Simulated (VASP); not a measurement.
The system is BiB.

```
CELL_PARAMETERS angstrom
3.78560 0.00000 0.00000
-1.89280 3.27843 0.00000
0.00000 0.00000 6.18189
ATOMIC_POSITIONS crystal
B 0.33333 0.66667 0.00000
B 0.66667 0.33333 0.50000
Bi 0.33333 0.66667 0.37500
Bi 0.66667 0.33333 0.87500
```

- Program: VASP 6.6.1
- Task: relaxation of cell and atoms
- Functional: PBE
- Potentials or basis: VASP PAW PBE potentials, release 64 (B, Bi_d)
- Cutoff: 600 eV
- k mesh: 12 × 12 × 4
- Occupations: fermi-dirac, width 0.02 eV
- Spin: no spin polarisation

At the start: pressure 8.1 GPa; volume 19.18 Å³/atom.

Question: Where does the relaxation end?

Answer: Over 7 steps the energy falls by 42.0 meV/atom and the volume is 20.96 Å³/atom (+9.3 %); space group P6_3mc (No. 186, to 0.1 Å) before and after.

The path:
| step | energy change (eV) | largest force (eV/Å) | pressure (GPa) | volume (Å³) |
| --- | --- | --- | --- | --- |
| 1 | 0.0000 | 0.0416 | 8.06 | 76.72 |
| 2 | -0.1264 | 0.0582 | -3.08 | 87.94 |
| 3 | -0.1679 | 0.0361 | 0.02 | 83.87 |
| 4 | -0.1678 | 0.0375 | -0.09 | 84.02 |
| 5 | -0.1680 | 0.0017 | -0.01 | 83.89 |
| 6 | -0.1680 | 0.0014 | -0.02 | 83.89 |
| 7 | -0.1680 | 0.0015 | 0.02 | 83.85 |

Final structure:
```xyz
4
Lattice="3.8883 0.0000 0.0000 -1.9442 3.3674 0.0000 0.0000 0.0000 6.4036" Properties=species:S:1:pos:R:3 pbc="T T T"
B     0.0000    2.2449    0.0005
B     1.9442    1.1225    3.2023
Bi    0.0000    2.2449    2.4009
Bi    1.9442    1.1225    5.6027
```
